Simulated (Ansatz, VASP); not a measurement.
## TaW4 in VASP and in Ansatz

```xyz
5
Lattice="-3.0191 3.0191 2.3168 3.0191 -3.0191 2.3168 3.0191 3.0191 -2.3168" Properties=species:S:1:pos:R:3 pbc="T T T"
Ta    0.0000    0.0000    0.0000
W     1.8012   -0.5340    2.3168
W     1.2179    3.5532    0.0000
W     2.4851    1.2179    0.0000
W     0.5340    1.8012    2.3168
```

Alike in both runs: functional PBE; k mesh 10 × 10 × 10; occupations gaussian, width 0.1 eV; no spin polarisation.

Ansatz relaxed the structure, and its values are those at the end. VASP's run is a single point on that final structure, the one shown.

|  | VASP | Ansatz |
| --- | --- | --- |
| version | VASP 6.6.1 | Ansatz 0.2.0 |
| potentials or method | VASP PAW PBE potentials, release 64 (Ta_pv, W_sv), cutoff 520 eV | scalar-relativistic, plane waves, PAW |
| valence electrons in the cell | 67 | 69 |

|  | VASP | Ansatz | Ansatz less VASP |
| --- | --- | --- | --- |
| gap on the k mesh at the Fermi level (eV) | none | none | - |
| pressure (GPa) | 0.4 | 0.0 | -0.40 |
| rms of the force components (eV/Å) | 0.008 | 0.003 | -0.0053 |

A gap of «none» marks a metal or a gap that the smearing closes. VASP's potentials hold 67 valence electrons a cell and Ansatz's 69, so a difference there can come from the potentials and not from the codes.

Neither program's run includes spin-orbit coupling.
